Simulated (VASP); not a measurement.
# I (Fm-3m) in VASP: notebook

The runs below take I through single point, with PBE.

All numbers are computed with VASP 6.6.1; they aren't measurements. Logs are shortened: lines on timing, memory, paths and dates and some standing lists are left out, and cuts for length are marked.

## (1) The cell of the first run

Symmetry: Fm-3m, No. 225, cubic system. The conventional cell has a = 5.192 Å, b = 5.192 Å, c = 5.192 Å, α = 90.00°, β = 90.00°, γ = 90.00°. I (site symmetry m-3m) has 12 I at 3.67 Å within 4.8 Å.

## (2) Single point, PBE

Contents of INCAR:

```
SYSTEM = I
PREC = Accurate ; ENCUT = 500
EDIFF = 1E-6 ; ISMEAR = -1
SIGMA = 0.15 ; LREAL = .False.
LASPH = .True. ; NELM = 120
ALGO = Normal ; ISIF = 2
LWAVE = .False. ; LCHARG = .False.
GGA = PE ; NBANDS = 10
GGA_COMPAT = .False.
```

Contents of KPOINTS:

```
Automatic mesh
0
Gamma
  4 4 4
  0 0 0
```

Contents of POSCAR:

```
I
1.0
    0.0000000000      2.5962000000      2.5962000000
    2.5962000000      0.0000000000      2.5962000000
    2.5962000000      2.5962000000      0.0000000000
I
1
Direct
    0.0000000000      0.0000000000      0.0000000000
```

Potentials or basis: VASP PAW PBE potentials, release 64 (I).

The run is started by

```
> cat potpaw_PBE.64/I/POTCAR > POTCAR
> mpirun -np 1 vasp_std > vasp.out
```

OUTCAR:

```text
SYSTEM = I
   PREC = Accurate
   ENCUT = 500
   EDIFF = 1E-6
   ISMEAR = -1
   LREAL = .False.
   LASPH = .True.
   NELM = 120
   ISIF = 2
   GGA = PE

 ion  position               nearest neighbor table
   1  0.000  0.000  0.000-

  LATTYP: Found a face centered cubic cell.
 ALAT       =     5.1924000000

  Lattice vectors:

 A1 = (   0.0000000000,   2.5962000000,   2.5962000000)
 A2 = (   2.5962000000,   0.0000000000,   2.5962000000)
 A3 = (   2.5962000000,   2.5962000000,   0.0000000000)

Analysis of symmetry for initial positions (statically):
=====================================================================
 Subroutine PRICEL returns:
 Original cell was already a primitive cell.

 Routine SETGRP: Setting up the symmetry group for a
 face centered cubic supercell.

 Subroutine GETGRP returns: Found 48 space group operations
 (whereof 48 operations were pure point group operations)
 out of a pool of 48 trial point group operations.

The static configuration has the point symmetry O_h .

Analysis of symmetry for dynamics (positions and initial velocities):
=====================================================================
 Subroutine PRICEL returns:
 Original cell was already a primitive cell.

 Routine SETGRP: Setting up the symmetry group for a
 face centered cubic supercell.

 Subroutine GETGRP returns: Found 48 space group operations
 (whereof 48 operations were pure point group operations)
 out of a pool of 48 trial point group operations.

The dynamic configuration has the point symmetry O_h .

 Subroutine INISYM returns: Found 48 space group operations
 (whereof 48 operations are pure point group operations),
 and found     1 'primitive' translations

----------------------------------------------------------------------------------------

                                     Primitive cell

  volume of cell :      34.9981

  direct lattice vectors                    reciprocal lattice vectors
     0.000000000  2.596200000  2.596200000    -0.192589169  0.192589169  0.192589169
     2.596200000  0.000000000  2.596200000     0.192589169 -0.192589169  0.192589169
     2.596200000  2.596200000  0.000000000     0.192589169  0.192589169 -0.192589169

  length of vectors
     3.671581251  3.671581251  3.671581251     0.333574225  0.333574225  0.333574225

  position of ions in fractional coordinates (direct lattice)
     0.000000000  0.000000000  0.000000000

  ion indices of the primitive-cell ions
   primitive index   ion index
                 1           1

----------------------------------------------------------------------------------------

 KPOINTS: Automatic mesh

Automatic generation of k-mesh.
 Grid dimensions read from file:
 generate k-points for:    4    4    4

 Generating k-lattice:

  Cartesian coordinates                     Fractional coordinates (reciprocal lattice)
    -0.048147292  0.048147292  0.048147292     0.250000000  0.000000000  0.000000000
     0.048147292 -0.048147292  0.048147292     0.000000000  0.250000000  0.000000000
     0.048147292  0.048147292 -0.048147292     0.000000000  0.000000000  0.250000000

  Length of vectors
     0.083393556  0.083393556  0.083393556

  Shift w.r.t. Gamma in fractional coordinates (k-lattice)
     0.000000000  0.000000000  0.000000000

 Subroutine IBZKPT returns following result:
 ===========================================

 Found      8 irreducible k-points:

 Following reciprocal coordinates:
            Coordinates               Weight
  0.000000  0.000000  0.000000      1.000000
  0.250000  0.000000  0.000000      8.000000
  0.500000  0.000000  0.000000      4.000000
  0.250000  0.250000  0.000000      6.000000
  0.500000  0.250000  0.000000     24.000000
 -0.250000  0.250000  0.000000     12.000000
  0.500000  0.500000  0.000000      3.000000
 -0.250000  0.500000  0.250000      6.000000
   k-points           NKPTS =      8   k-points in BZ     NKDIM =      8   number of bands    NBANDS=     10
   number of dos      NEDOS =    301   number of ions     NIONS =      1
   total plane-waves  NPLWV =  21952
   dimension x,y,z NGX =    28 NGY =   28 NGZ =   28
   dimension x,y,z NGXF=    56 NGYF=   56 NGZF=   56
   ions per type =               1
   NGX,Y,Z   is equivalent  to a cutoff of  12.68, 12.68, 12.68 a.u.
   NGXF,Y,Z  is equivalent  to a cutoff of  25.36, 25.36, 25.36 a.u.
 SYSTEM =  I
   PREC   = accura    normal or accurate (medium, high low for compatibility)
   ISTART =      0    job   : 0-new  1-cont  2-samecut
   ICHARG =      2    charge: 1-file 2-atom 10-const
   ISPIN  =      1    spin polarized calculation?
   LNONCOLLINEAR =      F non collinear calculations
   LSORBIT =      F    spin-orbit coupling
   LASPH  =      T    aspherical Exc in radial PAW
   ENCUT  =  500.0 eV  36.75 Ry    6.06 a.u.   6.69  6.69  6.69*2*pi/ulx,y,z
   NELM   =    120;   NELMIN=  2; NELMDL= -5     # of ELM steps
   EDIFF  = 0.1E-05   stopping-criterion for ELM
   LREAL  =      F    real-space projection
   EDIFFG = 0.1E-04   stopping-criterion for IOM
   NSW    =      0    number of steps for IOM
   IBRION =     -1    ionic relax: 0-MD 1-quasi-New 2-CG
   NFREE  =      0    steps in history (QN), initial steepest desc. (CG)
   ISIF   =      2    stress and relaxation
   ISYM   =      2    0-nonsym 1-usesym 2-fastsym
   POTIM  = 0.5000    time-step for ionic-motion
   TEBEG  =    0.0;   TEEND  =   0.0 temperature during run
   PSTRESS=    0.0 pullay stress
   NELECT =       7.0000    total number of electrons
   NUPDOWN=      -1.0000    fix difference up-down
   EMIN   =  10.00;   EMAX   =-10.00  energy-range for DOS
   EFERMI =   0.00;   METHOD = LEGACY
   ISMEAR =    -1;   SIGMA  =   0.15  broadening in eV -4-tet -1-fermi 0-gaus
   EFERMI_NEDOS =   21; number of points for ismear=-14 and -15
   IALGO  =     38    algorithm
   IMIX   =      4    mixing-type and parameters
     AMIX     =   0.40;   BMIX     =  1.00
     AMIX_MAG =   1.60;   BMIX_MAG =  1.00
  volume/ion in A,a.u.               =      35.00       236.18
  Fermi-wavevector in a.u.,A,eV,Ry     =   0.957398  1.809221 12.471259  0.916612
  Thomas-Fermi vector in A             =   2.086413
   LORBIT       =      0    0 simple, 1 ext, 2 COOP (PROOUT), +10 PAW based schemes
   GGA     = PE    functional components
   LHFCALC =     F    Hartree Fock is set to
   AEXX    =    0.0000 exact exchange contribution
   IVDW    =     0    specifies the selected vdW correction
   LEPSILON=     F    determine dielectric tensor
   LRPA    =     F    only Hartree local field effects (RPA)
 non-spin polarized calculation
  energy-cutoff  :      500.00
  volume of cell :       35.00
 maximum number of plane-waves:       896
 NGX is ok and might be reduce to    28
   NGX = 13   NGY = 13   NGZ = 13

 number of electron       6.9999999 magnetization

 Free energy of the ion-electron system (eV)
  ---------------------------------------------------
  ext. energy  EPLUGINS =         0.00000000
  ---------------------------------------------------
  free energy    TOTEN  =        -1.18030916 eV

  energy without entropy =       -1.08415317  energy(sigma->0) =       -1.13223117

 E-fermi :   4.6467     XC(G=0):  -9.1140

 val. band max:        4.2465138015   @ k =   0.2500   0.2500   0.0000
 cond. band min:       4.7133888609   @ k =  -0.2500   0.2500   0.0000
 fundamental gap:      0.4668750594
 Fermi energy:         4.6466784271

 k-point     1 :       0.0000    0.0000    0.0000
  band No.  band energies     occupation
      1      -8.9272      2.00000
      2       5.4835      0.00753
      3       5.4835      0.00753
      4       5.4835      0.00753
      5      11.6720      0.00000
      6      14.1361      0.00000
      7      14.1361      0.00000
      8      14.1361      0.00000
      9      16.2769      0.00000
     10      17.8771      0.00000

 k-point     2 :       0.2500    0.0000    0.0000
  band No.  band energies     occupation
      1      -8.3165      2.00000
      2       2.3174      2.00000
      3       5.0912      0.09820
      4       5.0912      0.09820
      5      11.7326      0.00000
      6      14.4158      0.00000
      7      14.4158      0.00000
      8      15.5173      0.00000
      9      16.9851      0.00000
     10      16.9852      0.00000

 k-point     3 :       0.5000    0.0000    0.0000
  band No.  band energies     occupation
      1      -7.4977      2.00000
      2      -0.0520      2.00000
      3       4.7612      0.63589
      4       4.7612      0.63589
      5      11.0277      0.00000
      6      13.5878      0.00000
      7      13.5878      0.00000
      8      15.5601      0.00000
      9      19.9031      0.00000
     10      20.9700      0.00000

 k-point     4 :       0.2500    0.2500    0.0000
  band No.  band energies     occupation
      1      -8.1092      2.00000
      2       2.6513      2.00000
      3       4.2465      1.87020
      4       4.2465      1.87019
      5      11.2957      0.00000
      6      11.7022      0.00000
      7      16.6253      0.00000
      8      16.8032      0.00000
      9      16.8032      0.00000
     10      18.9116      0.00000

 k-point     5 :       0.5000    0.2500    0.0000
  band No.  band energies     occupation
      1      -7.2723      2.00000
      2       0.7650      2.00000
      3       2.8105      1.99999
      4       3.9622      1.97935
      5      10.6839      0.00000
      6      13.1527      0.00000
      7      15.8476      0.00000
      8      16.1311      0.00000
      9      20.2800      0.00000
     10      21.0120      0.00000

 k-point     6 :      -0.2500    0.2500    0.0000
  band No.  band energies     occupation
      1      -7.5602      2.00000
      2       1.2893      2.00000
      3       2.6057      2.00000
      4       4.7134      0.78123
      5      11.9887      0.00000
      6      14.2539      0.00000
      7      15.0393      0.00000
      8      15.1964      0.00000
      9      16.4433      0.00000
     10      20.7002      0.00000

 k-point     7 :       0.5000    0.5000    0.0000
  band No.  band energies     occupation
      1      -6.9886      2.00000
      2       0.4079      2.00000
      3       3.3415      1.99967
      4       3.3415      1.99967
      5       9.2809      0.00000
      6      10.0663      0.00000
      7      20.9569      0.00000
      8      21.1929      0.00000
      9      21.4852      0.00000
     10      21.4855      0.00000

 k-point     8 :      -0.2500    0.5000    0.2500
  band No.  band energies     occupation
      1      -6.9629      2.00000
      2       1.5373      2.00000
      3       1.5373      2.00000
      4       2.7927      1.99999
      5      11.9556      0.00000
      6      14.2113      0.00000
      7      14.2113      0.00000
      8      15.3603      0.00000
      9      22.2390      0.00000
     10      22.2804      0.00000

------------------------ aborting loop because EDIFF is reached ----------------------------------------

  FORCE on cell =-STRESS in cart. coord.  units (eV):
  Direction    XX          YY          ZZ          XY          YZ          ZX
  --------------------------------------------------------------------------------------
  -------------------------------------------------------------------------------------
  Total       -0.0035448     -0.0035448     -0.0035448     -0.0000000     -0.0000000      0.0000000
  in kB       -0.1622760     -0.1622760     -0.1622760     -0.0000000     -0.0000000      0.0000000
  external PRESSURE =      -0.1622760 kB  Pullay stress =       0.0000000 kB

 VOLUME and BASIS-vectors are now :
 -----------------------------------------------------------------------------
  energy-cutoff  :      500.00
  volume of cell :       35.00
      direct lattice vectors                 reciprocal lattice vectors
     0.000000000  2.596200000  2.596200000    -0.192589169  0.192589169  0.192589169
     2.596200000  0.000000000  2.596200000     0.192589169 -0.192589169  0.192589169
     2.596200000  2.596200000  0.000000000     0.192589169  0.192589169 -0.192589169

 POSITION                                       TOTAL-FORCE (eV/Angst)
 -----------------------------------------------------------------------------------
      0.00000      0.00000      0.00000         0.000000     -0.000000     -0.000000
 -----------------------------------------------------------------------------------
    total drift:                                0.000000      0.000000     -0.000000

  FREE ENERGIE OF THE ION-ELECTRON SYSTEM (eV)
  ---------------------------------------------------
  free  energy   TOTEN  =        -1.1803091618 eV

  energy  without entropy=       -1.0841531699  energy(sigma->0) =       -1.13223117
```

Wall time 8.8 s (1 thread of AMD EPYC 7R13, shared host); peak memory 0.12 GiB.

Results:

- Free energy: -1.1803 eV
- Pressure: 0.0 GPa

Levels at points of the mesh, in eV from the Fermi level:
| k point | band 1 | band 2 | band 3 | band 4 | band 5 | band 6 | band 7 |
| --- | --- | --- | --- | --- | --- | --- | --- |
| (0.00, 0.00, 0.00) | -13.57 | 0.84 | 0.84 | 0.84 | 7.03 | 9.49 | 9.49 |
| (0.50, 0.00, 0.00) | -12.14 | -4.70 | 0.11 | 0.11 | 6.38 | 8.94 | 8.94 |
| (0.50, 0.50, 0.00) | -11.64 | -4.24 | -1.31 | -1.31 | 4.63 | 5.42 | 16.31 |

Caveat: the k points lie up to 0.52 Å⁻¹ apart; spin-orbit coupling is left out, which moves the levels of the heavy elements; an odd number of electrons without spin polarisation forces a metal; a magnetic or distorted state may lie lower.

(Continued in part 2 of 2.)
